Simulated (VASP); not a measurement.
# NdAs3Pb2 (P6/mmm) in VASP: relaxation of cell and atoms with PBE

Aim: the relaxation of cell and atoms of NdAs3Pb2 with PBE.

All numbers are computed with VASP 6.6.1; they aren't measurements. Logs are shortened: lines on timing, memory, paths and dates and some standing lists are left out, and cuts for length are marked.

**1. The cell of the first run**

Symmetry: P6/mmm, No. 191, hexagonal system. The conventional cell has a = 5.523 Å, b = 5.523 Å, c = 6.109 Å, α = 90.00°, β = 90.00°, γ = 120.00°. Nd (site symmetry 6/mmm) has 8 As at 3.05 to 3.19 Å within 4.0 Å. Within 4.0 Å of As (site symmetry -6m2) lie 2 Pb at 3.05 Å and 3 As at 3.19 Å and 3 Nd at 3.19 Å. Within 4.0 Å of As (site symmetry 6/mmm) lie 2 Nd at 3.05 Å and 6 Pb at 3.19 Å. Pb (site symmetry -6m2) has 5 As at 3.05 to 3.19 Å and 3 Pb at 3.19 Å within 4.0 Å.

The cell was generated, and may not be a known phase.

**2. Relaxation of cell and atoms, PBE**

INCAR reads:

```
ALGO = Normal
EDIFF = 1E-7
EDIFFG = -0.01
ENCUT = 500
GGA = PE
GGA_COMPAT = F
IBRION = 2
ISIF = 3
ISMEAR = 0
LASPH = T
LCHARG = F
LMAXMIX = 6
LREAL = F
LWAVE = F
NELM = 200
NELMIN = 4
NSW = 100
PREC = Accurate
SIGMA = 0.1
```

KPOINTS reads:

```
k-points
0
Gamma
  12 12 6
```

POSCAR reads:

```
NdAs3Pb2
1.0
    5.5233506623      0.0000000000      0.0000000000
   -2.7616753311      4.7833619875      0.0000000000
    0.0000000000      0.0000000000      6.1085729744
Nd As Pb
1 3 2
Direct
    0.0000000000      0.0000000000      0.0000000000
    0.3333333333      0.6666666667      0.0000000000
    0.6666666667      0.3333333333      0.0000000000
    0.0000000000      0.0000000000      0.5000000000
    0.3333333333      0.6666666667      0.5000000000
    0.6666666667      0.3333333333      0.5000000000
```

Potentials or basis: VASP PAW PBE potentials, release 64 (Nd_3, As, Pb_d), 4f in core.

Started as:

```bash
cat potpaw_PBE.64/Nd_3/POTCAR potpaw_PBE.64/As/POTCAR potpaw_PBE.64/Pb_d/POTCAR > POTCAR
mpirun -np 1 vasp_std > vasp.out
```

OUTCAR:

```text
EDIFF = 1E-7
   EDIFFG = -0.01
   ENCUT = 500
   GGA = PE
   IBRION = 2
   ISIF = 3
   ISMEAR = 0
   LASPH = T
   LREAL = F
   NELM = 200
   NELMIN = 4
   NSW = 100
   PREC = Accurate

 ion  position               nearest neighbor table
   1  0.000  0.000  0.000-   4 3.05   4 3.05   2 3.19   3 3.19   2 3.19   3 3.19   3 3.19   2 3.19

   2  0.333  0.667  0.000-   5 3.05   5 3.05   1 3.19   1 3.19   1 3.19
   3  0.667  0.333  0.000-   6 3.05   6 3.05   1 3.19   1 3.19   1 3.19
   4  0.000  0.000  0.500-   1 3.05   1 3.05   6 3.19   5 3.19   5 3.19   6 3.19   6 3.19   5 3.19

   5  0.333  0.667  0.500-   2 3.05   2 3.05   6 3.19   4 3.19   6 3.19   4 3.19   4 3.19   6 3.19

   6  0.667  0.333  0.500-   3 3.05   3 3.05   5 3.19   4 3.19   5 3.19   4 3.19   4 3.19   5 3.19

  LATTYP: Found a hexagonal cell.
 ALAT       =     5.5233506623
 C/A-ratio  =     1.1059542202

  Lattice vectors:

 A1 = (   5.5233506623,   0.0000000000,   0.0000000000)
 A2 = (  -2.7616753311,   4.7833619875,   0.0000000000)
 A3 = (   0.0000000000,   0.0000000000,   6.1085729744)

Analysis of symmetry for initial positions (statically):
=====================================================================
 Subroutine PRICEL returns:
 Original cell was already a primitive cell.

 Routine SETGRP: Setting up the symmetry group for a
 hexagonal supercell.

 Subroutine GETGRP returns: Found 24 space group operations
 (whereof 24 operations were pure point group operations)
 out of a pool of 24 trial point group operations.

The static configuration has the point symmetry D_6h.

Analysis of symmetry for dynamics (positions and initial velocities):
=====================================================================
 Subroutine PRICEL returns:
 Original cell was already a primitive cell.

 Routine SETGRP: Setting up the symmetry group for a
 hexagonal supercell.

 Subroutine GETGRP returns: Found 24 space group operations
 (whereof 24 operations were pure point group operations)
 out of a pool of 24 trial point group operations.

The dynamic configuration has the point symmetry D_6h.

 Subroutine INISYM returns: Found 24 space group operations
 (whereof 24 operations are pure point group operations),
 and found     1 'primitive' translations

----------------------------------------------------------------------------------------

                                     Primitive cell

  volume of cell :     161.3896

  direct lattice vectors                    reciprocal lattice vectors
     5.523350662  0.000000000  0.000000000     0.181049522  0.104528991  0.000000000
    -2.761675331  4.783361988  0.000000000     0.000000000  0.209057981  0.000000000
     0.000000000  0.000000000  6.108572974     0.000000000  0.000000000  0.163704355

  length of vectors
     5.523350662  5.523350662  6.108572974     0.209057981  0.209057981  0.163704355

  position of ions in fractional coordinates (direct lattice)
     0.000000000  0.000000000  0.000000000
     0.333333333  0.666666667  0.000000000
     0.666666667  0.333333333  0.000000000
     0.000000000  0.000000000  0.500000000
     0.333333333  0.666666667  0.500000000
     0.666666667  0.333333333  0.500000000

  ion indices of the primitive-cell ions
   primitive index   ion index
                 1           1
                 2           2
                 3           3
                 4           4
                 5           5
                 6           6

[... 78 lines left out ...]
   ISYM   =      2    0-nonsym 1-usesym 2-fastsym
   POTIM  = 0.5000    time-step for ionic-motion
   TEBEG  =    0.0;   TEEND  =   0.0 temperature during run
   PSTRESS=    0.0 pullay stress
   NELECT =      54.0000    total number of electrons
   NUPDOWN=      -1.0000    fix difference up-down
   EMIN   =  10.00;   EMAX   =-10.00  energy-range for DOS
   EFERMI =   0.00;   METHOD = LEGACY
   ISMEAR =     0;   SIGMA  =   0.10  broadening in eV -4-tet -1-fermi 0-gaus
   EFERMI_NEDOS =   21; number of points for ismear=-14 and -15
   IALGO  =     38    algorithm
   IMIX   =      4    mixing-type and parameters
     AMIX     =   0.40;   BMIX     =  1.00
     AMIX_MAG =   1.60;   BMIX_MAG =  1.00
  volume/ion in A,a.u.               =      26.90       181.52
  Fermi-wavevector in a.u.,A,eV,Ry     =   1.136530  2.147730 17.574649  1.291700
  Thomas-Fermi vector in A             =   2.273235
   LORBIT       =      0    0 simple, 1 ext, 2 COOP (PROOUT), +10 PAW based schemes
   GGA     = PE    functional components
   LHFCALC =     F    Hartree Fock is set to
   AEXX    =    0.0000 exact exchange contribution
   IVDW    =     0    specifies the selected vdW correction
   LEPSILON=     F    determine dielectric tensor
   LRPA    =     F    only Hartree local field effects (RPA)
 conjugate gradient relaxation of ions
 non-spin polarized calculation
 Gauss-broadening in eV      SIGMA  =   0.10
  energy-cutoff  :      500.00
  volume of cell :      161.39
 maximum number of plane-waves:      4128
   NGX = 21   NGY = 21   NGZ = 23

--------------------------------------- Ionic step        1  -------------------------------------------

 number of electron      54.0000002 magnetization

 Free energy of the ion-electron system (eV)
  ---------------------------------------------------
  ext. energy  EPLUGINS =         0.00000000
  ---------------------------------------------------
  free energy    TOTEN  =       -27.41959858 eV

  energy without entropy =      -27.40586314  energy(sigma->0) =      -27.41273086

------------------------ aborting loop because EDIFF is reached ----------------------------------------

  FORCE on cell =-STRESS in cart. coord.  units (eV):
  Direction    XX          YY          ZZ          XY          YZ          ZX
  --------------------------------------------------------------------------------------
  -------------------------------------------------------------------------------------
  Total        0.1255376      0.1255376      0.1238972      0.0000000     -0.0000000     -0.0000000
  in kB        1.2462608      1.2462608      1.2299759      0.0000000     -0.0000000     -0.0000000
  external PRESSURE =       1.2408325 kB  Pullay stress =       0.0000000 kB

 VOLUME and BASIS-vectors are now :
 -----------------------------------------------------------------------------
  energy-cutoff  :      500.00
  volume of cell :      161.39
      direct lattice vectors                 reciprocal lattice vectors
     5.523350662  0.000000000  0.000000000     0.181049522  0.104528991  0.000000000
    -2.761675331  4.783361988  0.000000000     0.000000000  0.209057981  0.000000000
     0.000000000  0.000000000  6.108572974     0.000000000  0.000000000  0.163704355

 POSITION                                       TOTAL-FORCE (eV/Angst)
 -----------------------------------------------------------------------------------
      0.00000      0.00000      0.00000         0.000000      0.000000      0.000000
     -0.00000      3.18891      0.00000         0.000000     -0.000000      0.000000
      2.76168      1.59445      0.00000         0.000000      0.000000      0.000000
      0.00000      0.00000      3.05429         0.000000      0.000000      0.000000
     -0.00000      3.18891      3.05429        -0.000000      0.000000      0.000000
      2.76168      1.59445      3.05429        -0.000000      0.000000      0.000000
 -----------------------------------------------------------------------------------
    total drift:                               -0.000000      0.000000      0.000000

  FREE ENERGIE OF THE ION-ELECTRON SYSTEM (eV)
  ---------------------------------------------------
  free  energy   TOTEN  =       -27.4195985823 eV

  energy  without entropy=      -27.4058631383  energy(sigma->0) =      -27.41273086

--------------------------------------- Ionic step        2  -------------------------------------------

 number of electron      54.0000001 magnetization

 Free energy of the ion-electron system (eV)
  ---------------------------------------------------
  ext. energy  EPLUGINS =         0.00000000
  ---------------------------------------------------
  free energy    TOTEN  =       -27.41970844 eV

  energy without entropy =      -27.40601914  energy(sigma->0) =      -27.41286379

 E-fermi :   5.1790     XC(G=0):  -9.9397

 val. band max:        5.1754918341   @ k =   0.4167   0.1667   0.5000
 cond. band min:       5.1850975148   @ k =   0.0833   0.0833   0.3333
 fundamental gap:      0.0096056807
 Fermi energy:         5.1789812640

 k-point     1 :       0.0000    0.0000    0.0000
  band No.  band energies     occupation
      1     -32.8288      2.00000
      2     -13.9769      2.00000
      3     -13.9447      2.00000
      4     -13.9447      2.00000
      5     -11.8854      2.00000
      6     -11.8486      2.00000
[... 829 lines left out ...]
     31       7.5315      0.00000
     32       7.8454      0.00000

 [... further k-points ...]

------------------------ aborting loop because EDIFF is reached ----------------------------------------

  FORCE on cell =-STRESS in cart. coord.  units (eV):
  Direction    XX          YY          ZZ          XY          YZ          ZX
  --------------------------------------------------------------------------------------
  -------------------------------------------------------------------------------------
  Total       -0.0484535     -0.0484535     -0.0516529     -0.0000000      0.0000000      0.0000000
  in kB       -0.4795692     -0.4795692     -0.5112358     -0.0000000      0.0000000      0.0000000
  external PRESSURE =      -0.4901247 kB  Pullay stress =       0.0000000 kB

 VOLUME and BASIS-vectors are now :
 -----------------------------------------------------------------------------
  energy-cutoff  :      500.00
  volume of cell :      161.88
      direct lattice vectors                 reciprocal lattice vectors
     5.528925812  0.000000000 -0.000000000     0.180866959  0.104423588 -0.000000000
    -2.764462906  4.788190209  0.000000000    -0.000000000  0.208847175  0.000000000
     0.000000000 -0.000000000  6.114658266     0.000000000 -0.000000000  0.163541437

 POSITION                                       TOTAL-FORCE (eV/Angst)
 -----------------------------------------------------------------------------------
      0.00000      0.00000     -0.00000         0.000000      0.000000      0.000000
     -0.00000      3.19213      0.00000         0.000000     -0.000000      0.000000
      2.76446      1.59606     -0.00000         0.000000      0.000000     -0.000000
      0.00000     -0.00000      3.05733         0.000000      0.000000      0.000000
     -0.00000      3.19213      3.05733         0.000000      0.000000     -0.000000
      2.76446      1.59606      3.05733        -0.000000     -0.000000      0.000000
 -----------------------------------------------------------------------------------
    total drift:                               -0.000000      0.000000      0.000000

  FREE ENERGIE OF THE ION-ELECTRON SYSTEM (eV)
  ---------------------------------------------------
  free  energy   TOTEN  =       -27.4197084355 eV

  energy  without entropy=      -27.4060191365  energy(sigma->0) =      -27.41286379

 reached required accuracy - stopping structural energy minimisation
```

Wall time 10 min (1 thread of Intel Xeon Platinum 8259CL at 2.50GHz (Skylake/Cascade Lake), shared host); peak memory 0.54 GiB.

What came out:

```yaml
Free_energy: -27.4197 eV
Relaxed_volume: 26.98 Å³/atom
Relaxed_cell: a = 5.529 Å, b = 5.529 Å, c = 6.115 Å, α = 90.00°, β = 90.00°, γ = 120.00°
Space_group_after_relaxing_to_0.1_Å: P6/mmm (No. 191)
Energy_gained_by_relaxing: 0.0 meV/atom
Ionic_steps: 2
Pressure_after_relaxing: 0.0 GPa
Band_gap_on_the_k_mesh: zero (bands 27 and 28 overlap by 1.34 eV)
```

The path:
```
step  energy change (eV)  largest force (eV/Å)  pressure (GPa)  volume (Å³)
   1              0.0000                0.0000            0.12       161.39
   2             -0.0001                0.0000           -0.05       161.88
```

Final structure:
```xyz
6
Lattice="5.5289 0.0000 0.0000 -2.7645 4.7882 0.0000 0.0000 0.0000 6.1147" Properties=species:S:1:pos:R:3 pbc="T T T"
Nd    0.0000    0.0000    0.0000
As    0.0000    3.1921    0.0000
As    2.7645    1.5961    0.0000
As    0.0000    0.0000    3.0573
Pb    0.0000    3.1921    3.0573
Pb    2.7645    1.5961    3.0573
```

Caveat: spin-orbit coupling is left out, which moves the levels of the heavy elements; the 4f electrons are frozen in the core, so they carry no moment and show no levels. Spin polarisation is off, so any magnetic state and its effect on volume and gap are missing.
